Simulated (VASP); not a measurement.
# NaF (Fm-3m) in VASP: notebook

NaF is run at these levels: r2SCAN+rVV10, r2SCAN; tasks: single point.

Program: VASP 6.6.1. These are calculated values, not measurements. Logs are shortened: lines on timing, memory, paths and dates and some standing lists are left out, and cuts for length are marked.

**1. The cell of the first run**

It takes space group Fm-3m (No. 225, cubic). Conventional cell: a = 4.631 Å, b = 4.631 Å, c = 4.631 Å, α = 90.00°, β = 90.00°, γ = 90.00°. Within 3.1 Å of Na (site symmetry m-3m) lie 6 F at 2.32 Å. Within 3.1 Å of F (site symmetry m-3m) lie 6 Na at 2.32 Å.

**2. Single point, r2SCAN+rVV10 (12.41 Å³/atom)**

File POSCAR:

```
NaF
1.0
    0.0000000000      2.3154604466      2.3154604466
    2.3154604466      0.0000000000      2.3154604466
    2.3154604466      2.3154604466      0.0000000000
Na F
1 1
Direct
    0.0000000000      0.0000000000      0.0000000000
    0.5000000000      0.5000000000      0.5000000000
```

File INCAR.step1:

```
PREC = Accurate ; ENCUT = 520
ISMEAR = 0 ; SIGMA = 0.05
LREAL = F ; LASPH = T
NELM = 80 ; NBANDS = 14
GGA = PE ; ALGO = Normal
EDIFF = 1E-4 ; LWAVE = T
LCHARG = F
```

File INCAR.step2:

```
PREC = Accurate ; ENCUT = 520
EDIFF = 1E-6 ; ISMEAR = 0
SIGMA = 0.05 ; LREAL = F
LASPH = T ; NELM = 80
ALGO = Normal ; ISIF = 2
LWAVE = F ; LCHARG = F
METAGGA = R2SCAN ; LMIXTAU = T
LUSE_VDW = T ; IVDW_NL = 2
BPARAM = 11.95 ; CPARAM = 0.0093
NBANDS = 14 ; ISTART = 1
```

File KPOINTS:

```
regular mesh
0
Gamma
  8 8 8
```

Potentials or basis: VASP PAW PBE potentials, release 64 (Na_pv, F).

Command:

```console
$ cat potpaw_PBE.64/Na_pv/POTCAR potpaw_PBE.64/F/POTCAR > POTCAR
$ cp INCAR.step1 INCAR
$ mpirun -np 1 vasp_std > vasp.out
$ cp INCAR.step2 INCAR
$ mpirun -np 1 vasp_std > vasp.out
```

OUTCAR:

```text
PREC = Accurate
   ENCUT = 520
   EDIFF = 1E-6
   ISMEAR = 0
   LREAL = F
   LASPH = T
   NELM = 80
   ISIF = 2
   METAGGA = R2SCAN
   IVDW_NL = 2
   BPARAM = 11.95
   ISTART = 1

 ion  position               nearest neighbor table
   1  0.000  0.000  0.000-   2 2.32   2 2.32   2 2.32   2 2.32   2 2.32   2 2.32
   2  0.500  0.500  0.500-   1 2.32   1 2.32   1 2.32   1 2.32   1 2.32   1 2.32

  LATTYP: Found a face centered cubic cell.
 ALAT       =     4.6309208932

  Lattice vectors:

 A1 = (   0.0000000000,   2.3154604466,   2.3154604466)
 A2 = (   2.3154604466,   0.0000000000,   2.3154604466)
 A3 = (   2.3154604466,   2.3154604466,   0.0000000000)

Analysis of symmetry for initial positions (statically):
=====================================================================
 Subroutine PRICEL returns:
 Original cell was already a primitive cell.

 Routine SETGRP: Setting up the symmetry group for a
 face centered cubic supercell.

 Subroutine GETGRP returns: Found 48 space group operations
 (whereof 48 operations were pure point group operations)
 out of a pool of 48 trial point group operations.

The static configuration has the point symmetry O_h .

Analysis of symmetry for dynamics (positions and initial velocities):
=====================================================================
 Subroutine PRICEL returns:
 Original cell was already a primitive cell.

 Routine SETGRP: Setting up the symmetry group for a
 face centered cubic supercell.

 Subroutine GETGRP returns: Found 48 space group operations
 (whereof 48 operations were pure point group operations)
 out of a pool of 48 trial point group operations.

The dynamic configuration has the point symmetry O_h .

 Subroutine INISYM returns: Found 48 space group operations
 (whereof 48 operations are pure point group operations),
 and found     1 'primitive' translations

----------------------------------------------------------------------------------------

                                     Primitive cell

  volume of cell :      24.8280

  direct lattice vectors                    reciprocal lattice vectors
     0.000000000  2.315460447  2.315460447    -0.215939772  0.215939772  0.215939772
     2.315460447  0.000000000  2.315460447     0.215939772 -0.215939772  0.215939772
     2.315460447  2.315460447  0.000000000     0.215939772  0.215939772 -0.215939772

  length of vectors
     3.274555567  3.274555567  3.274555567     0.374018656  0.374018656  0.374018656

  position of ions in fractional coordinates (direct lattice)
     0.000000000  0.000000000  0.000000000
     0.500000000  0.500000000  0.500000000

  ion indices of the primitive-cell ions
   primitive index   ion index
                 1           1
                 2           2

----------------------------------------------------------------------------------------

 KPOINTS: regular mesh

Automatic generation of k-mesh.
 Grid dimensions read from file:
 generate k-points for:    8    8    8

 Generating k-lattice:

  Cartesian coordinates                     Fractional coordinates (reciprocal lattice)
    -0.026992471  0.026992471  0.026992471     0.125000000  0.000000000  0.000000000
     0.026992471 -0.026992471  0.026992471     0.000000000  0.125000000  0.000000000
     0.026992471  0.026992471 -0.026992471     0.000000000  0.000000000  0.125000000

  Length of vectors
     0.046752332  0.046752332  0.046752332

  Shift w.r.t. Gamma in fractional coordinates (k-lattice)
     0.000000000  0.000000000  0.000000000

 Subroutine IBZKPT returns following result:
 ===========================================

 Found     29 irreducible k-points:

 Following reciprocal coordinates:
            Coordinates               Weight
  0.000000  0.000000  0.000000      1.000000
  0.125000  0.000000  0.000000      8.000000
  0.250000  0.000000  0.000000      8.000000
  0.375000  0.000000  0.000000      8.000000
  0.500000  0.000000  0.000000      4.000000
  0.125000  0.125000  0.000000      6.000000
[... 16 lines left out ...]
  0.500000  0.250000  0.125000     48.000000
 -0.375000  0.250000  0.125000     24.000000
 [... further k-points ...]
   k-points           NKPTS =     29   k-points in BZ     NKDIM =     29   number of bands    NBANDS=     14
   number of dos      NEDOS =    301   number of ions     NIONS =      2
   total plane-waves  NPLWV =  13824
   dimension x,y,z NGX =    24 NGY =   24 NGZ =   24
   dimension x,y,z NGXF=    48 NGYF=   48 NGZF=   48
   ions per type =               1   1
   NGX,Y,Z   is equivalent  to a cutoff of  12.18, 12.18, 12.18 a.u.
   NGXF,Y,Z  is equivalent  to a cutoff of  24.37, 24.37, 24.37 a.u.
 SYSTEM =  unknown system
   PREC   = accura    normal or accurate (medium, high low for compatibility)
   ISTART =      1    job   : 0-new  1-cont  2-samecut
   ICHARG =      0    charge: 1-file 2-atom 10-const
   ISPIN  =      1    spin polarized calculation?
   LNONCOLLINEAR =      F non collinear calculations
   LSORBIT =      F    spin-orbit coupling
   LASPH  =      T    aspherical Exc in radial PAW
   ENCUT  =  520.0 eV  38.22 Ry    6.18 a.u.   6.09  6.09  6.09*2*pi/ulx,y,z
   NELM   =     80;   NELMIN=  2; NELMDL=  0     # of ELM steps
   EDIFF  = 0.1E-05   stopping-criterion for ELM
   LREAL  =      F    real-space projection
   EDIFFG = 0.1E-04   stopping-criterion for IOM
   NSW    =      0    number of steps for IOM
   IBRION =     -1    ionic relax: 0-MD 1-quasi-New 2-CG
   NFREE  =      0    steps in history (QN), initial steepest desc. (CG)
   ISIF   =      2    stress and relaxation
   ISYM   =      2    0-nonsym 1-usesym 2-fastsym
   POTIM  = 0.5000    time-step for ionic-motion
   TEBEG  =    0.0;   TEEND  =   0.0 temperature during run
   PSTRESS=    0.0 pullay stress
   NELECT =      14.0000    total number of electrons
   NUPDOWN=      -1.0000    fix difference up-down
   EMIN   =  10.00;   EMAX   =-10.00  energy-range for DOS
   EFERMI =   0.00;   METHOD = LEGACY
   ISMEAR =     0;   SIGMA  =   0.05  broadening in eV -4-tet -1-fermi 0-gaus
   EFERMI_NEDOS =   21; number of points for ismear=-14 and -15
   IALGO  =     38    algorithm
   IMIX   =      4    mixing-type and parameters
     AMIX     =   0.40;   BMIX     =  1.00
     AMIX_MAG =   1.60;   BMIX_MAG =  1.00
  volume/ion in A,a.u.               =      12.41        83.77
  Fermi-wavevector in a.u.,A,eV,Ry     =   1.352499  2.555852 24.888489  1.829252
  Thomas-Fermi vector in A             =   2.479832
   LORBIT       =      0    0 simple, 1 ext, 2 COOP (PROOUT), +10 PAW based schemes
   METAGGA = R2SCAN    functional components
   LHFCALC =     F    Hartree Fock is set to
   AEXX    =    0.0000 exact exchange contribution
   IVDW_NL    =     2    kernel type
   BPARAM     =11.9500
   IVDW    =     0    specifies the selected vdW correction
   LEPSILON=     F    determine dielectric tensor
   LRPA    =     F    only Hartree local field effects (RPA)
 non-spin polarized calculation
 Gauss-broadening in eV      SIGMA  =   0.05
  energy-cutoff  :      520.00
  volume of cell :       24.83
 maximum number of plane-waves:       692
   NGX = 13   NGY = 13   NGZ = 13

 number of electron      13.9999983 magnetization

 Free energy of the ion-electron system (eV)
  ---------------------------------------------------
  ext. energy  EPLUGINS =         0.00000000
  ---------------------------------------------------
  free energy    TOTEN  =       -12.08074696 eV

  energy without entropy =      -12.08074696  energy(sigma->0) =      -12.08074696

 E-fermi :  -2.3805     XC(G=0):  -9.8452

 val. band max:       -2.7257722600   @ k =   0.0000   0.0000   0.0000
 cond. band min:       4.3752753048   @ k =   0.0000   0.0000   0.0000
 fundamental gap:      7.1010475648
 Fermi energy:        -2.3805308591

 k-point     1 :       0.0000    0.0000    0.0000
  band No.  band energies     occupation
      1     -23.0249      2.00000
      2     -22.1797      2.00000
      3     -22.1791      2.00000
      4     -22.1791      2.00000
      5      -2.7258      2.00000
      6      -2.7258      2.00000
      7      -2.7258      2.00000
      8       4.3753      0.00000
      9      17.0026      0.00000
     10      17.0026      0.00000
     11      17.0026      0.00000
     12      19.5844      0.00000
     13      22.3049      0.00000
     14      22.3049      0.00000

 k-point     2 :       0.1250    0.0000    0.0000
  band No.  band energies     occupation
      1     -23.1030      2.00000
      2     -22.1813      2.00000
      3     -22.1808      2.00000
      4     -22.0823      2.00000
      5      -3.0104      2.00000
      6      -2.7657      2.00000
      7      -2.7657      2.00000
      8       4.9192      0.00000
      9      15.2048      0.00000
     10      17.2733      0.00000
     11      17.2733      0.00000
     12      21.7076      0.00000
     13      21.8421      0.00000
     14      21.8422      0.00000

 k-point     3 :       0.2500    0.0000    0.0000
  band No.  band energies     occupation
      1     -23.2462      2.00000
      2     -22.1852      2.00000
      3     -22.1847      2.00000
      4     -21.8917      2.00000
      5      -3.6008      2.00000
      6      -2.8608      2.00000
      7      -2.8607      2.00000
      8       6.2469      0.00000
      9      13.1488      0.00000
     10      17.9268      0.00000
     11      17.9272      0.00000
     12      21.1983      0.00000
     13      21.1985      0.00000
     14      22.8709      0.00000
[... 324 lines left out ...]
 k-point    23 :       0.5000    0.2500    0.1250
  band No.  band energies     occupation
      1     -23.2354      2.00000
      2     -22.2285      2.00000
      3     -22.2019      2.00000
      4     -21.8284      2.00000
      5      -3.9472      2.00000
      6      -3.2295      2.00000
      7      -3.0331      2.00000
      8       8.7668      0.00000
      9      11.5885      0.00000
     10      15.9362      0.00000
     11      17.6949      0.00000
     12      19.8253      0.00000
     13      21.9572      0.00000
     14      26.2336      0.00000

 k-point    24 :      -0.3750    0.2500    0.1250
  band No.  band energies     occupation
      1     -23.2426      2.00000
      2     -22.2313      2.00000
      3     -22.2092      2.00000
      4     -21.8059      2.00000
      5      -4.0197      2.00000
      6      -3.3087      2.00000
      7      -3.0716      2.00000
      8       9.8308      0.00000
      9      10.8426      0.00000
     10      15.6210      0.00000
     11      17.3747      0.00000
     12      20.4799      0.00000
     13      21.5001      0.00000
     14      26.4519      0.00000

 [... further k-points ...]

------------------------ aborting loop because EDIFF is reached ----------------------------------------

  FORCE on cell =-STRESS in cart. coord.  units (eV):
  Direction    XX          YY          ZZ          XY          YZ          ZX
  --------------------------------------------------------------------------------------
  -------------------------------------------------------------------------------------
  Total       -0.4128845     -0.4128845     -0.4128845      0.0000000      0.0000000      0.0000000
  in kB      -26.6438521    -26.6438521    -26.6438521      0.0000000      0.0000000      0.0000000
  external PRESSURE =     -26.6438521 kB  Pullay stress =       0.0000000 kB

 VOLUME and BASIS-vectors are now :
 -----------------------------------------------------------------------------
  energy-cutoff  :      520.00
  volume of cell :       24.83
      direct lattice vectors                 reciprocal lattice vectors
     0.000000000  2.315460447  2.315460447    -0.215939772  0.215939772  0.215939772
     2.315460447  0.000000000  2.315460447     0.215939772 -0.215939772  0.215939772
     2.315460447  2.315460447  0.000000000     0.215939772  0.215939772 -0.215939772

 POSITION                                       TOTAL-FORCE (eV/Angst)
 -----------------------------------------------------------------------------------
      0.00000      0.00000      0.00000         0.000000     -0.000000     -0.000000
      2.31546      2.31546      2.31546        -0.000000      0.000000      0.000000
 -----------------------------------------------------------------------------------
    total drift:                                0.000000     -0.000000      0.000000

  FREE ENERGIE OF THE ION-ELECTRON SYSTEM (eV)
  ---------------------------------------------------
  free  energy   TOTEN  =       -12.0807469630 eV

  energy  without entropy=      -12.0807469630  energy(sigma->0) =      -12.08074696
```

Wall time 68 s (1 thread of Intel Xeon 8259CL, shared host); peak memory 0.21 GiB.

What came out:

```yaml
Free_energy: -12.0807 eV
Pressure: -2.7 GPa
Band_gap_on_the_k_mesh: 7.10 eV
```

Caveat: the PAW data sets were made with another functional, which shifts forces and pressure a little.

**3. Single point, r2SCAN**

This run uses another cell than the first one, of 12.54 Å³/atom.

File POSCAR:

```
NaF
1.0
    0.0000000000      2.3233012604      2.3233012604
    2.3233012604      0.0000000000      2.3233012604
    2.3233012604      2.3233012604      0.0000000000
Na F
1 1
Direct
    0.0000000000      0.0000000000      0.0000000000
    0.5000000000      0.5000000000      0.5000000000
```

File INCAR.step1:

```
  PREC = Accurate
  ENCUT = 520
  ISMEAR = 0
  SIGMA = 0.05
  LREAL = F
  LASPH = T
  NELM = 60
  NBANDS = 14
  GGA = PE
  ALGO = Normal
  EDIFF = 1E-4
  LWAVE = T
  LCHARG = F
```

File INCAR.step2:

```
  PREC = Accurate
  ENCUT = 520
  EDIFF = 1E-7
  ISMEAR = 0
  SIGMA = 0.05
  LREAL = F
  LASPH = T
  NELM = 60
  ALGO = Normal
  ISIF = 2
  LWAVE = F
  LCHARG = F
  METAGGA = R2SCAN
  LMIXTAU = T
  NBANDS = 14
  ISTART = 1
```

File KPOINTS:

```
Automatic mesh
0
Gamma
  8 8 8
```

Potentials or basis: VASP PAW PBE potentials, release 64 (Na_pv, F).

Command:

```console
$ cat potpaw_PBE.64/Na_pv/POTCAR potpaw_PBE.64/F/POTCAR > POTCAR
$ cp INCAR.step1 INCAR
$ mpirun -np 1 vasp_std > vasp.out
$ cp INCAR.step2 INCAR
$ mpirun -np 1 vasp_std > vasp.out
```

It took 33 s on 1 thread of Intel Xeon 8259CL, shared host; peak memory 0.14 GiB.

Results (log left out):

* Free energy: -12.5956 eV
* Pressure: -2.1 GPa
* Band gap on the k mesh: 7.12 eV

Levels at points of the mesh, in eV from the valence-band top:
| k point | band 3 | band 4 | band 5 | band 6 | band 7 | band 8 | band 9 | band 10 | band 11 | band 12 |
| --- | --- | --- | --- | --- | --- | --- | --- | --- | --- | --- |
| (0.00, 0.00, 0.00) | -19.52 | -19.52 | 0.00 | 0.00 | 0.00 | 7.12 | 19.72 | 19.72 | 19.72 | 22.35 |
| (0.50, 0.00, 0.00) | -19.53 | -19.01 | -1.53 | -0.26 | -0.26 | 11.57 | 13.34 | 21.32 | 21.32 | 23.79 |
| (0.50, 0.50, 0.00) | -19.57 | -19.57 | -1.25 | -0.40 | -0.40 | 13.88 | 13.99 | 14.76 | 20.99 | 20.99 |

Caveat: the PAW data sets were made with another functional, which shifts forces and pressure a little.

**4. Single point, r2SCAN (12.36 Å³/atom)**

This run uses another cell than the first one, of 12.36 Å³/atom.

File POSCAR:

```
NaF
1.0
    0.0000000000      2.3123497638      2.3123497638
    2.3123497638      0.0000000000      2.3123497638
    2.3123497638      2.3123497638      0.0000000000
Na F
1 1
Direct
    0.0000000000      0.0000000000      0.0000000000
    0.5000000000      0.5000000000      0.5000000000
```

File INCAR.step1:

```
ALGO = Normal
EDIFF = 1E-4
ENCUT = 520
GGA = PE
ISMEAR = 0
LASPH = T
LCHARG = F
LREAL = F
LWAVE = T
NBANDS = 14
NELM = 60
PREC = Accurate
SIGMA = 0.05
```

File INCAR.step2:

```
ALGO = Normal
EDIFF = 1E-6
ENCUT = 520
ISIF = 2
ISMEAR = 0
ISTART = 1
LASPH = T
LCHARG = F
LMIXTAU = T
LREAL = F
LWAVE = F
METAGGA = R2SCAN
NBANDS = 14
NELM = 60
PREC = Accurate
SIGMA = 0.05
```

File KPOINTS:

```
k-points
0
Gamma
  8 8 8
```

Command:

```console
$ cat potpaw_PBE.64/Na_pv/POTCAR potpaw_PBE.64/F/POTCAR > POTCAR
$ cp INCAR.step1 INCAR
$ mpirun -np 1 vasp_std > vasp.out
$ cp INCAR.step2 INCAR
$ mpirun -np 1 vasp_std > vasp.out
```

It took 41 s on 1 thread of Intel Xeon 8259CL, shared host; peak memory 0.14 GiB.

It converged, with:

- Free energy: -12.5996 eV
- Pressure: -1.7 GPa
- Band gap on the k mesh: 7.21 eV

Levels at points of the mesh, in eV from the valence-band top:
| k point | band 4 | band 5 | band 6 | band 7 | band 8 | band 9 | band 10 | band 11 |
| --- | --- | --- | --- | --- | --- | --- | --- | --- |
| (0.00, 0.00, 0.00) | -19.48 | 0.00 | 0.00 | 0.00 | 7.21 | 19.83 | 19.83 | 19.83 |
| (0.50, 0.00, 0.00) | -18.96 | -1.56 | -0.27 | -0.27 | 11.67 | 13.47 | 21.48 | 21.48 |
| (0.50, 0.50, 0.00) | -19.53 | -1.27 | -0.41 | -0.41 | 13.94 | 14.11 | 14.91 | 21.19 |

Caveat: the PAW data sets were made with another functional, which shifts forces and pressure a little. r2SCAN opens gaps a little over a GGA but as a rule still falls short of measured ones.

**5. Single point, r2SCAN (12.61 Å³/atom)**

This run uses another cell than the first one, of 12.61 Å³/atom.

File POSCAR:

```
NaF
1.0
    0.0000000000      2.3273654428      2.3273654428
    2.3273654428      0.0000000000      2.3273654428
    2.3273654428      2.3273654428      0.0000000000
Na F
1 1
Direct
    0.0000000000      0.0000000000      0.0000000000
    0.5000000000      0.5000000000      0.5000000000
```

File INCAR.step1:

```
ALGO     = Normal         # electronic algorithm
EDIFF    = 1E-4           # SCF threshold, eV
ENCUT    = 520            # plane-wave cutoff, eV
GGA      = PE             # functional
ISMEAR   = 0              # smearing method
LASPH    = T              # aspherical terms in the spheres
LCHARG   = F              # write CHGCAR
LREAL    = F              # projectors in reciprocal space
LWAVE    = T              # write WAVECAR
NBANDS   = 14             # bands
NELM     = 80             # most SCF steps
PREC     = Accurate       # precision mode
SIGMA    = 0.05           # smearing width, eV
```

File INCAR.step2:

```
ALGO     = Normal         # electronic algorithm
EDIFF    = 1E-6           # SCF threshold, eV
ENCUT    = 520            # plane-wave cutoff, eV
ISIF     = 2              # what is computed and relaxed
ISMEAR   = 0              # smearing method
ISTART   = 1            
LASPH    = T              # aspherical terms in the spheres
LCHARG   = F              # write CHGCAR
LMIXTAU  = T            
LREAL    = F              # projectors in reciprocal space
LWAVE    = F              # write WAVECAR
METAGGA  = R2SCAN         # meta-GGA
NBANDS   = 14             # bands
NELM     = 80             # most SCF steps
PREC     = Accurate       # precision mode
SIGMA    = 0.05           # smearing width, eV
```

KPOINTS is that of step 4.

Command:

```console
$ cat potpaw_PBE.64/Na_pv/POTCAR potpaw_PBE.64/F/POTCAR > POTCAR
$ cp INCAR.step1 INCAR
$ mpirun -np 1 vasp_std > vasp.out
$ cp INCAR.step2 INCAR
$ mpirun -np 1 vasp_std > vasp.out
```

Wall time 38 s (1 thread of Intel Xeon 8259CL, shared host); peak memory 0.14 GiB.

The run converged. Its results:

```
Free energy            : -12.5940 eV
Pressure               : -2.3 GPa
Band gap on the k mesh : 7.10 eV
```

Levels at points of the mesh, in eV from the valence-band top:
| k point | band 5 | band 6 | band 7 | band 8 | band 9 | band 10 |
| --- | --- | --- | --- | --- | --- | --- |
| (0.00, 0.00, 0.00) | 0.00 | 0.00 | 0.00 | 7.10 | 19.68 | 19.68 |
| (0.50, 0.00, 0.00) | -1.52 | -0.26 | -0.26 | 11.54 | 13.29 | 21.26 |
| (0.50, 0.50, 0.00) | -1.24 | -0.40 | -0.40 | 13.86 | 13.94 | 14.70 |

Caveat: the PAW data sets were made with another functional, which shifts forces and pressure a little.

**6. The runs side by side**

```tsv
level	cell	gap on the mesh (eV)	pressure (GPa)
r2SCAN+rVV10	a = 3.275 Å, angles 60.0°, 2 atoms	7.10	-2.7
r2SCAN	a = 3.286 Å, angles 60.0°, 2 atoms	7.12	-2.1
r2SCAN	a = 3.270 Å, angles 60.0°, 2 atoms	7.21	-1.7
r2SCAN	a = 3.291 Å, angles 60.0°, 2 atoms	7.10	-2.3
```

Alike in all rows: task single point; potentials or basis VASP PAW PBE potentials, release 64 (Na_pv, F); no spin polarisation; k mesh 8 × 8 × 8; cutoff (eV) 520; smearing gaussian 0.05 eV.

Caveats: the PAW data sets were made with another functional, which shifts forces and pressure a little.

Total energies depend on the potentials used, so only differences within one code and one set of settings carry meaning.
